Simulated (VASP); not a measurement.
The system is InSb.

```xyz
2
Lattice="3.7690 0.0000 0.0000 0.0000 3.7690 0.0000 0.0000 0.0000 3.7690" Properties=species:S:1:pos:R:3 pbc="T T T"
In    0.0000    0.0000    0.0000
Sb    1.8845    1.8845    1.8845
```

Base run:

```yaml
Program: VASP 6.6.1
Functional: PBE
Potentials_or_basis: VASP PAW PBE potentials, release 64 (In_d, Sb)
Cutoff: 520 eV
k_mesh: 6 × 6 × 6
Occupations: fermi-dirac, width 0.02 eV
Spin: no spin polarisation
```

Its results: band gap on the k mesh zero (band 9 reaches 9.07 eV, above the bottom of band 10 at 5.66 eV); pressure 1.0 GPa.

The run is repeated on the same cell with these changes: functional from PBE to PBEsol; further incar settings from ALGO = Normal; EDIFF = 1e-06; NBANDS = 16 to ALGO = Normal; EDIFF = 1e-07; NBANDS = 16. What comes out?

Band gap on the k mesh zero (band 9 reaches 8.92 eV, above the bottom of band 10 at 5.50 eV); pressure -1.9 GPa.

Caveats: spin-orbit coupling is left out, which moves the levels of the heavy elements; the PAW data sets were made with another functional, which shifts forces and pressure a little (some runs).
